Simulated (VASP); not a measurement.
The system is BeTe.

```xyz
2
Lattice="0.0000 2.8286 2.7721 2.8286 0.0000 2.7721 2.8286 2.8286 0.0000" Properties=species:S:1:pos:R:3 pbc="T T T"
Be    0.0000    0.0000    0.0000
Te    1.4143    1.4143    1.3860
```

This cell differs from its parent crystal: uniaxial z strain -2.0%.

Base run:

| Item | Value |
| --- | --- |
| Program | VASP 6.6.1 |
| Functional | PBE |
| Potentials or basis | VASP PAW PBE potentials, release 64 (Be, Te) |
| Cutoff | 600 eV |
| k mesh | 8 × 8 × 8 |
| Occupations | fermi-dirac, width 0.02 eV |
| Spin | no spin polarisation |

Its results: band gap on the k mesh 1.80 eV, indirect (least direct gap 3.51 eV); pressure 1.6 GPa.

**Question.** The run is repeated on the same cell with these changes: k mesh from 8 × 8 × 8 to 4 × 4 × 4; occupations from fermi-dirac, width 0.02 eV to gaussian, width 0.01 eV. What comes out?

**Answer.** Band gap on the k mesh 1.79 eV, indirect (least direct gap 3.50 eV); pressure 2.0 GPa.

Caveats: some runs use coarse meshes; spin-orbit coupling is left out, which moves the levels of the heavy elements.

A k mesh can miss the band edges.
